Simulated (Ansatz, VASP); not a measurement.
# Al2Cu in VASP and in Ansatz

The input INCAR:

```
SYSTEM = Al2Cu
ALGO = Fast ; EDIFF = 1E-6
ENCUT = 520 ; GGA = PE
ISIF = 2 ; ISMEAR = 0
LASPH = .TRUE. ; LCHARG = .FALSE.
LREAL = .FALSE. ; LWAVE = .FALSE.
NBANDS = 26 ; NELM = 100
PREC = Accurate ; SIGMA = 0.15
```

File KPOINTS:

```
k-points
0
G
  14 14 14
  0 0 0
```

The input POSCAR:

```
Al2Cu
1.0
   -3.1946483107      3.1946483107      2.1909051264
    3.1946483107     -3.1946483107      2.1909051264
    3.1946483107      3.1946483107     -2.1909051264
Al Cu
4 2
Direct
    0.1587211841      0.6587211841      0.8174423682
    0.6587211841      0.8412788159      0.5000000000
    0.8412788159      0.3412788159      0.1825576318
    0.3412788159      0.1587211841      0.5000000000
    0.7500000000      0.7500000000      0.0000000000
    0.2500000000      0.2500000000      0.0000000000
```

Input for Ansatz:

```yaml
crystal:
  lattice:
    - [-3.1946483107, 3.1946483107, 2.1909051264]
    - [3.1946483107, -3.1946483107, 2.1909051264]
    - [3.1946483107, 3.1946483107, -2.1909051264]
  atoms:
    - { symbol: Al, position: [0.1587211841, 0.6587211841, 0.8174423682] }
    - { symbol: Al, position: [0.6587211841, 0.8412788159, 0.5] }
    - { symbol: Al, position: [0.8412788159, 0.3412788159, 0.1825576318] }
    - { symbol: Al, position: [0.3412788159, 0.1587211841, 0.5] }
    - { symbol: Cu, position: [0.75, 0.75, 0.0] }
    - { symbol: Cu, position: [0.25, 0.25, 0.0] }
basis:
  ecutwfc: 420
kpoints:
  mp_grid: { grid: [14, 14, 14] }
hamiltonian:
  xc: pbe
scf:
  occupations: { method: gaussian, width: 0.15 }
output:
  forces: true
  stress: true
  eigenvalues: true
```

Alike in both runs: task single point; functional PBE; k mesh 14 × 14 × 14; occupations gaussian, width 0.15 eV; no spin polarisation.

|  | VASP | Ansatz |
| --- | --- | --- |
| version | VASP 6.6.1 | Ansatz 0.2.0 |
| potentials or method | VASP PAW PBE potentials, release 64 (Al, Cu), cutoff 520 eV | scalar-relativistic, plane waves, PAW |
| valence electrons in the cell | 34 | 50 |

|  | VASP | Ansatz | Ansatz less VASP |
| --- | --- | --- | --- |
| gap on the k mesh at the Fermi level (eV) | none | none | - |
| pressure (GPa) | 3.1 | 2.9 | -0.19 |
| traceless stress, the component that is largest in VASP (GPa) | 17.44 | 17.58 | +0.140 |
| rms of the force components (eV/Å) | 0.166 | 0.163 | -0.0032 |

Atom by atom the forces differ by 0.003 eV/Å (rms over components). A gap of «none» marks a metal or a gap that the smearing closes. VASP's potentials hold 34 valence electrons a cell and Ansatz's 50, so a difference there can come from the potentials and not from the codes.
